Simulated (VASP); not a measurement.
The system is BiTe.

```
CELL_PARAMETERS angstrom
0.00000 3.23500 3.23500
3.23500 0.00000 3.23500
3.23500 3.23500 0.00000
ATOMIC_POSITIONS crystal
Bi 0.00000 0.00000 0.00000
Te 0.50000 0.50000 0.50000
```

* Program: VASP 6.6.1
* Task: relaxation of cell and atoms
* Functional: PBE
* Dispersion: D4
* Potentials or basis: VASP PAW PBE potentials, release 64 (Bi_d, Te)
* Cutoff: 600 eV
* k mesh: 7 × 7 × 7
* Occupations: fermi-dirac, width 0.05 eV
* Spin: no spin polarisation

At the start: pressure -1.3 GPa; volume 33.86 Å³/atom.

**Question.** How do energy, volume and symmetry change on relaxing?

**Answer.** Over 3 steps the energy falls by 3.9 meV/atom and the volume is 32.95 Å³/atom (-2.7 %); space group Fm-3m (No. 225, to 0.05 Å).

Step by step:
```
step  energy change (eV)  largest force (eV/Å)  pressure (GPa)  volume (Å³)
   1              0.0000                0.0000           -1.35        67.71
   2             -0.0055                0.0000            0.79        64.96
   3             -0.0078                0.0000            0.00        65.90
```

Final structure:
```
CELL_PARAMETERS angstrom
0.00000 3.20598 3.20598
3.20598 0.00000 3.20598
3.20598 3.20598 0.00000
ATOMIC_POSITIONS crystal
Bi 0.00000 0.00000 0.00000
Te 0.50000 0.50000 0.50000
```

Caveat: pairwise dispersion overbinds metals, which lowers pressure and volume.
